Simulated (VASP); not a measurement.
**Si: single point with PBE**

Si:

```
CELL_PARAMETERS angstrom
0.00000 2.77784 2.77784
2.77784 0.00000 2.77784
2.77784 2.77784 0.00000
ATOMIC_POSITIONS crystal
Si 0.50000 0.50000 0.50000
Si 0.75000 0.75000 0.75000
```

This cell differs from its parent crystal: volume 21.435 Å^3 an atom, c/a of the conventional cell 1.0000.

```
Program             : VASP 6.6.1
Task                : single point
Functional          : PBE
Potentials or basis : VASP PAW PBE potentials, release 64 (Si)
Cutoff              : 520 eV
k mesh              : 10 × 10 × 10
Occupations         : gaussian, width 0.05 eV
Spin                : no spin polarisation
```

```yaml
Pressure: -3.8 GPa
Band_gap_on_the_k_mesh: 0.69 eV, indirect (least direct gap 2.44 eV)
```

Levels at points of the mesh, in eV from the valence-band top:
```csv
k point,band 2,band 3,band 4,band 5,band 6,band 7
"(0.00, 0.00, 0.00)",0.00,0.00,0.00,2.53,2.53,2.53
"(0.50, 0.00, 0.00)",-6.66,-1.14,-1.14,1.30,3.36,3.36
"(0.50, 0.50, 0.00)",-7.60,-2.67,-2.67,0.84,0.84,9.54
```

Run time: 19 s on 1 thread of Intel(R) Xeon(R) Platinum 8488C (Sapphire Rapids) (shared host), peak memory 0.16 GiB.

 A k mesh can miss the band edges.
